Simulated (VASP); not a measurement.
# KMgF3 (Pm-3m) in VASP: relaxation of cell and atoms with PBE

Aim: the relaxation of cell and atoms of KMgF3 with PBE.

Everything below comes from runs of VASP 6.6.1. Logs are shortened: lines on timing, memory, paths and dates and some standing lists are left out, and cuts for length are marked.

## 1. The cell of the first run

Symmetry: Pm-3m, No. 221, cubic system. The conventional cell has a = 3.986 Å, b = 3.986 Å, c = 3.986 Å, α = 90.00°, β = 90.00°, γ = 90.00°. K (site symmetry m-3m) has 12 F at 2.82 Å and 8 Mg at 3.45 Å within 3.7 Å. Mg (site symmetry m-3m) has 6 F at 1.99 Å within 2.6 Å. F (site symmetry 4/mmm) has 2 Mg at 1.99 Å within 2.6 Å.

## 2. Relaxation of cell and atoms, PBE

INCAR reads:

```
PREC = Accurate
ENCUT = 840
EDIFF = 1E-7
ISMEAR = 0
SIGMA = 0.01
LREAL = F
LASPH = T
NELM = 120
ALGO = Normal
ISIF = 3
LWAVE = F
LCHARG = F
GGA = PE
IBRION = 2
NSW = 80
EDIFFG = -0.05
GGA_COMPAT = F
NELMIN = 4
```

KPOINTS reads:

```
regular mesh
0
Gamma
  5 5 5
```

POSCAR reads:

```
KMgF3
1.0
    3.9859000000      0.0000000000      0.0000000000
    0.0000000000      3.9859000000      0.0000000000
    0.0000000000      0.0000000000      3.9859000000
K Mg F
1 1 3
Direct
    0.5000000000      0.5000000000      0.5000000000
    0.0000000000      0.0000000000      0.0000000000
    0.5000000000      0.0000000000      0.0000000000
    0.0000000000      0.5000000000      0.0000000000
    0.0000000000      0.0000000000      0.5000000000
```

Potentials or basis: VASP PAW PBE potentials, release 64 (K_sv, Mg_sv, F).

Run with:

```
cat potpaw_PBE.64/K_sv/POTCAR potpaw_PBE.64/Mg_sv/POTCAR potpaw_PBE.64/F/POTCAR > POTCAR
mpirun -np 1 vasp_std > vasp.out
```

OUTCAR:

```text
PREC = Accurate
   ENCUT = 840
   EDIFF = 1E-7
   ISMEAR = 0
   LREAL = F
   LASPH = T
   NELM = 120
   ISIF = 3
   GGA = PE
   IBRION = 2
   NSW = 80
   EDIFFG = -0.05
   NELMIN = 4

 ion  position               nearest neighbor table
   1  0.500  0.500  0.500-   3 2.82   4 2.82   5 2.82   3 2.82   4 2.82   3 2.82   5 2.82   3 2.82
                             4 2.82   5 2.82   4 2.82   5 2.82
   2  0.000  0.000  0.000-   3 1.99   4 1.99   5 1.99   5 1.99   4 1.99   3 1.99
   3  0.500  0.000  0.000-   2 1.99   2 1.99   1 2.82   1 2.82   1 2.82   1 2.82
   4  0.000  0.500  0.000-   2 1.99   2 1.99   1 2.82   1 2.82   1 2.82   1 2.82
   5  0.000  0.000  0.500-   2 1.99   2 1.99   1 2.82   1 2.82   1 2.82   1 2.82

  LATTYP: Found a simple cubic cell.
 ALAT       =     3.9859000000

  Lattice vectors:

 A1 = (   3.9859000000,   0.0000000000,   0.0000000000)
 A2 = (   0.0000000000,   3.9859000000,   0.0000000000)
 A3 = (   0.0000000000,   0.0000000000,   3.9859000000)

Analysis of symmetry for initial positions (statically):
=====================================================================
 Subroutine PRICEL returns:
 Original cell was already a primitive cell.

 Routine SETGRP: Setting up the symmetry group for a
 simple cubic supercell.

 Subroutine GETGRP returns: Found 48 space group operations
 (whereof 48 operations were pure point group operations)
 out of a pool of 48 trial point group operations.

The static configuration has the point symmetry O_h .

Analysis of symmetry for dynamics (positions and initial velocities):
=====================================================================
 Subroutine PRICEL returns:
 Original cell was already a primitive cell.

 Routine SETGRP: Setting up the symmetry group for a
 simple cubic supercell.

 Subroutine GETGRP returns: Found 48 space group operations
 (whereof 48 operations were pure point group operations)
 out of a pool of 48 trial point group operations.

The dynamic configuration has the point symmetry O_h .

 Subroutine INISYM returns: Found 48 space group operations
 (whereof 48 operations are pure point group operations),
 and found     1 'primitive' translations

----------------------------------------------------------------------------------------

                                     Primitive cell

  volume of cell :      63.3256

  direct lattice vectors                    reciprocal lattice vectors
     3.985900000  0.000000000  0.000000000     0.250884367  0.000000000  0.000000000
     0.000000000  3.985900000  0.000000000     0.000000000  0.250884367  0.000000000
     0.000000000  0.000000000  3.985900000     0.000000000  0.000000000  0.250884367

  length of vectors
     3.985900000  3.985900000  3.985900000     0.250884367  0.250884367  0.250884367

  position of ions in fractional coordinates (direct lattice)
     0.500000000  0.500000000  0.500000000
     0.000000000  0.000000000  0.000000000
     0.500000000  0.000000000  0.000000000
     0.000000000  0.500000000  0.000000000
     0.000000000  0.000000000  0.500000000

  ion indices of the primitive-cell ions
   primitive index   ion index
                 1           1
                 2           2
                 3           3
                 4           4
                 5           5

----------------------------------------------------------------------------------------

 KPOINTS: regular mesh

Automatic generation of k-mesh.
 Grid dimensions read from file:
 generate k-points for:    5    5    5

 Generating k-lattice:

  Cartesian coordinates                     Fractional coordinates (reciprocal lattice)
     0.050176873  0.000000000  0.000000000     0.200000000  0.000000000  0.000000000
     0.000000000  0.050176873  0.000000000     0.000000000  0.200000000  0.000000000
     0.000000000  0.000000000  0.050176873     0.000000000  0.000000000  0.200000000

  Length of vectors
     0.050176873  0.050176873  0.050176873

  Shift w.r.t. Gamma in fractional coordinates (k-lattice)
     0.000000000  0.000000000  0.000000000

 Subroutine IBZKPT returns following result:
 ===========================================

 Found     10 irreducible k-points:

 Following reciprocal coordinates:
            Coordinates               Weight
  0.000000  0.000000  0.000000      1.000000
  0.200000  0.000000  0.000000      6.000000
  0.400000  0.000000  0.000000      6.000000
  0.200000  0.200000  0.000000     12.000000
  0.400000  0.200000  0.000000     24.000000
  0.400000  0.400000  0.000000     12.000000
  0.200000  0.200000  0.200000      8.000000
  0.400000  0.200000  0.200000     24.000000
  0.400000  0.400000  0.200000     24.000000
  0.400000  0.400000  0.400000      8.000000
   k-points           NKPTS =     10   k-points in BZ     NKDIM =     10   number of bands    NBANDS=     24
   number of dos      NEDOS =    301   number of ions     NIONS =      5
   total plane-waves  NPLWV =  64000
   dimension x,y,z NGX =    40 NGY =   40 NGZ =   40
   dimension x,y,z NGXF=    80 NGYF=   80 NGZF=   80
   ions per type =               1   1   3
   NGX,Y,Z   is equivalent  to a cutoff of  16.68, 16.68, 16.68 a.u.
   NGXF,Y,Z  is equivalent  to a cutoff of  33.37, 33.37, 33.37 a.u.
 SYSTEM =  unknown system
   PREC   = accura    normal or accurate (medium, high low for compatibility)
   ISTART =      0    job   : 0-new  1-cont  2-samecut
   ICHARG =      2    charge: 1-file 2-atom 10-const
   ISPIN  =      1    spin polarized calculation?
   LNONCOLLINEAR =      F non collinear calculations
   LSORBIT =      F    spin-orbit coupling
   LASPH  =      T    aspherical Exc in radial PAW
   ENCUT  =  840.0 eV  61.74 Ry    7.86 a.u.   9.42  9.42  9.42*2*pi/ulx,y,z
   NELM   =    120;   NELMIN=  4; NELMDL= -5     # of ELM steps
   EDIFF  = 0.1E-06   stopping-criterion for ELM
   LREAL  =      F    real-space projection
   EDIFFG = -.5E-01   stopping-criterion for IOM
   NSW    =     80    number of steps for IOM
   IBRION =      2    ionic relax: 0-MD 1-quasi-New 2-CG
   NFREE  =      1    steps in history (QN), initial steepest desc. (CG)
   ISIF   =      3    stress and relaxation
   ISYM   =      2    0-nonsym 1-usesym 2-fastsym
   POTIM  = 0.5000    time-step for ionic-motion
   TEBEG  =    0.0;   TEEND  =   0.0 temperature during run
   PSTRESS=    0.0 pullay stress
   NELECT =      40.0000    total number of electrons
   NUPDOWN=      -1.0000    fix difference up-down
   EMIN   =  10.00;   EMAX   =-10.00  energy-range for DOS
   EFERMI =   0.00;   METHOD = LEGACY
   ISMEAR =     0;   SIGMA  =   0.01  broadening in eV -4-tet -1-fermi 0-gaus
   EFERMI_NEDOS =   21; number of points for ismear=-14 and -15
   IALGO  =     38    algorithm
   IMIX   =      4    mixing-type and parameters
     AMIX     =   0.40;   BMIX     =  1.00
     AMIX_MAG =   1.60;   BMIX_MAG =  1.00
  volume/ion in A,a.u.               =      12.67        85.47
  Fermi-wavevector in a.u.,A,eV,Ry     =   1.404651  2.654405 26.844899  1.973044
  Thomas-Fermi vector in A             =   2.527191
   LORBIT       =      0    0 simple, 1 ext, 2 COOP (PROOUT), +10 PAW based schemes
   GGA     = PE    functional components
   LHFCALC =     F    Hartree Fock is set to
   AEXX    =    0.0000 exact exchange contribution
   IVDW    =     0    specifies the selected vdW correction
   LEPSILON=     F    determine dielectric tensor
   LRPA    =     F    only Hartree local field effects (RPA)
 conjugate gradient relaxation of ions
 non-spin polarized calculation
 Gauss-broadening in eV      SIGMA  =   0.01
  energy-cutoff  :      840.00
  volume of cell :       63.33
 maximum number of plane-waves:      3524
 NGX is ok and might be reduce to    40
   NGX = 19   NGY = 19   NGZ = 19

--------------------------------------- Ionic step        1  -------------------------------------------

 number of electron      40.0000000 magnetization

 Free energy of the ion-electron system (eV)
  ---------------------------------------------------
  ext. energy  EPLUGINS =         0.00000000
  ---------------------------------------------------
  free energy    TOTEN  =       -24.38620493 eV

  energy without entropy =      -24.38620493  energy(sigma->0) =      -24.38620493

------------------------ aborting loop because EDIFF is reached ----------------------------------------

  FORCE on cell =-STRESS in cart. coord.  units (eV):
  Direction    XX          YY          ZZ          XY          YZ          ZX
  --------------------------------------------------------------------------------------
  -------------------------------------------------------------------------------------
  Total        1.5415344      1.5415344      1.5415344      0.0000000      0.0000000     -0.0000000
  in kB       39.0017968     39.0017968     39.0017968      0.0000000      0.0000000     -0.0000000
  external PRESSURE =      39.0017968 kB  Pullay stress =       0.0000000 kB

 VOLUME and BASIS-vectors are now :
 -----------------------------------------------------------------------------
  energy-cutoff  :      840.00
  volume of cell :       63.33
      direct lattice vectors                 reciprocal lattice vectors
     3.985900000  0.000000000  0.000000000     0.250884367  0.000000000  0.000000000
     0.000000000  3.985900000  0.000000000     0.000000000  0.250884367  0.000000000
     0.000000000  0.000000000  3.985900000     0.000000000  0.000000000  0.250884367

 POSITION                                       TOTAL-FORCE (eV/Angst)
 -----------------------------------------------------------------------------------
      1.99295      1.99295      1.99295         0.000000      0.000000      0.000000
      0.00000      0.00000      0.00000         0.000000      0.000000      0.000000
      1.99295      0.00000      0.00000         0.000000      0.000000      0.000000
      0.00000      1.99295      0.00000         0.000000      0.000000      0.000000
      0.00000      0.00000      1.99295         0.000000      0.000000      0.000000
 -----------------------------------------------------------------------------------
    total drift:                                0.000000      0.000000     -0.000000

  FREE ENERGIE OF THE ION-ELECTRON SYSTEM (eV)
  ---------------------------------------------------
  free  energy   TOTEN  =       -24.3862049300 eV

  energy  without entropy=      -24.3862049300  energy(sigma->0) =      -24.38620493

--------------------------------------- Ionic step        2  -------------------------------------------

 number of electron      40.0000024 magnetization

 Free energy of the ion-electron system (eV)
  ---------------------------------------------------
  ext. energy  EPLUGINS =         0.00000000
  ---------------------------------------------------
  free energy    TOTEN  =       -24.42399952 eV

  energy without entropy =      -24.42399952  energy(sigma->0) =      -24.42399952

 E-fermi :  -1.7640     XC(G=0):  -9.5536

 val. band max:       -1.9584315660   @ k =   0.4000   0.4000   0.4000
 cond. band min:       5.0930904259   @ k =   0.0000   0.0000   0.0000
 fundamental gap:      7.0515219919
 Fermi energy:        -1.7639968838

 k-point     1 :       0.0000    0.0000    0.0000
  band No.  band energies     occupation
      1     -72.8537      2.00000
      2     -39.6184      2.00000
      3     -39.6184      2.00000
      4     -39.6184      2.00000
      5     -27.6429      2.00000
      6     -21.8960      2.00000
[... 16 lines left out ...]
     23       8.1223      0.00000
     24      10.2263      0.00000

 k-point     2 :       0.2000    0.0000    0.0000
  band No.  band energies     occupation
      1     -72.8540      2.00000
      2     -39.6205      2.00000
      3     -39.6185      2.00000
      4     -39.6185      2.00000
      5     -27.6354      2.00000
      6     -21.8539      2.00000
[... 208 lines left out ...]
 k-point    10 :       0.4000    0.4000    0.4000
  band No.  band energies     occupation
      1     -72.8537      2.00000
      2     -39.6233      2.00000
      3     -39.6233      2.00000
      4     -39.6233      2.00000
      5     -27.5975      2.00000
      6     -21.5025      2.00000
[... 16 lines left out ...]
     23       8.6945      0.00000
     24      11.2181      0.00000

------------------------ aborting loop because EDIFF is reached ----------------------------------------

  FORCE on cell =-STRESS in cart. coord.  units (eV):
  Direction    XX          YY          ZZ          XY          YZ          ZX
  --------------------------------------------------------------------------------------
  -------------------------------------------------------------------------------------
  Total        0.1870295      0.1870295      0.1870295      0.0000000      0.0000000     -0.0000000
  in kB        4.5269510      4.5269510      4.5269510      0.0000000      0.0000000     -0.0000000
  external PRESSURE =       4.5269510 kB  Pullay stress =       0.0000000 kB

 VOLUME and BASIS-vectors are now :
 -----------------------------------------------------------------------------
  energy-cutoff  :      840.00
  volume of cell :       66.19
      direct lattice vectors                 reciprocal lattice vectors
     4.045184453  0.000000000 -0.000000000     0.247207516 -0.000000000 -0.000000000
     0.000000000  4.045184453  0.000000000    -0.000000000  0.247207516 -0.000000000
     0.000000000  0.000000000  4.045184453     0.000000000 -0.000000000  0.247207516

 POSITION                                       TOTAL-FORCE (eV/Angst)
 -----------------------------------------------------------------------------------
      2.02259      2.02259      2.02259         0.000000     -0.000000      0.000000
      0.00000      0.00000      0.00000         0.000000      0.000000      0.000000
      2.02259      0.00000     -0.00000         0.000000     -0.000000      0.000000
      0.00000      2.02259      0.00000        -0.000000     -0.000000      0.000000
      0.00000      0.00000      2.02259         0.000000     -0.000000      0.000000
 -----------------------------------------------------------------------------------
    total drift:                                0.000000      0.000000     -0.000000

  FREE ENERGIE OF THE ION-ELECTRON SYSTEM (eV)
  ---------------------------------------------------
  free  energy   TOTEN  =       -24.4239995153 eV

  energy  without entropy=      -24.4239995153  energy(sigma->0) =      -24.42399952

 reached required accuracy - stopping structural energy minimisation
```

Wall time 2.3 min (1 thread of Intel Xeon Platinum 8375C at 2.90GHz (Ice Lake), shared host); peak memory 0.24 GiB.

Results:

| Item | Value |
| --- | --- |
| Free energy | -24.4240 eV |
| Relaxed volume | 13.24 Å³/atom |
| Relaxed cell | a = 4.045 Å, b = 4.045 Å, c = 4.045 Å, α = 90.00°, β = 90.00°, γ = 90.00° |
| Space group after relaxing (to 0.1 Å) | Pm-3m (No. 221) |
| Energy gained by relaxing | 7.6 meV/atom |
| Ionic steps | 2 |
| Pressure after relaxing | 0.5 GPa |
| Band gap on the k mesh | 7.05 eV (least direct gap 7.31 eV) |

Step by step:
| step | energy change (eV) | largest force (eV/Å) | pressure (GPa) | volume (Å³) |
| --- | --- | --- | --- | --- |
| 1 | 0.0000 | 0.0000 | 3.90 | 63.33 |
| 2 | -0.0378 | 0.0000 | 0.45 | 66.19 |

Final structure:
```
CELL_PARAMETERS angstrom
4.04518 0.00000 0.00000
0.00000 4.04518 0.00000
0.00000 0.00000 4.04518
ATOMIC_POSITIONS crystal
K 0.50000 0.50000 0.50000
Mg 0.00000 0.00000 0.00000
F 0.50000 0.00000 0.00000
F 0.00000 0.50000 0.00000
F 0.00000 0.00000 0.50000
```

Caveat: an odd mesh through Γ misses points on the zone boundary, where band edges can lie. A hybrid or GW would open this gap; PBE tends to underestimate it.
